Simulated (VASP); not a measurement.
A run of VASP 6.6.1 is set up as follows.

INCAR

```
ALGO     = Normal         # electronic algorithm
EDIFF    = 1E-6           # SCF threshold, eV
ENCUT    = 520            # plane-wave cutoff, eV
GGA      = PE             # functional
ISIF     = 2              # what is computed and relaxed
ISMEAR   = -1             # smearing method
LASPH    = T              # aspherical terms in the spheres
LCHARG   = F              # write CHGCAR
LREAL    = F              # projectors in reciprocal space
LWAVE    = F              # write WAVECAR
NBANDS   = 9              # bands
NELM     = 80             # most SCF steps
PREC     = Accurate       # precision mode
SIGMA    = 0.05           # smearing width, eV
```

The input KPOINTS:

```
k-points
0
Gamma
  19 19 19
```

POSCAR

```
O
1.0
    0.0000000000      1.5183031186      1.5183031186
    1.5183031186      0.0000000000      1.5183031186
    1.5183031186      1.5183031186      0.0000000000
O
1
Direct
    0.0000000000      0.0000000000      0.0000000000
```

Potentials or basis: VASP PAW PBE potentials, release 64 (O).

The run is started by

```bash
$ cat potpaw_PBE.64/O/POTCAR > POTCAR
$ mpirun -np 1 vasp_std > vasp.out
```

Problem. Predict the band gap on the k mesh.

Solution. Zero (bands 3 and 4 overlap by 3.97 eV).

Problem. Estimate the pressure.

Solution. 25.0 GPa.

Caveat: the cell stands under pressure.
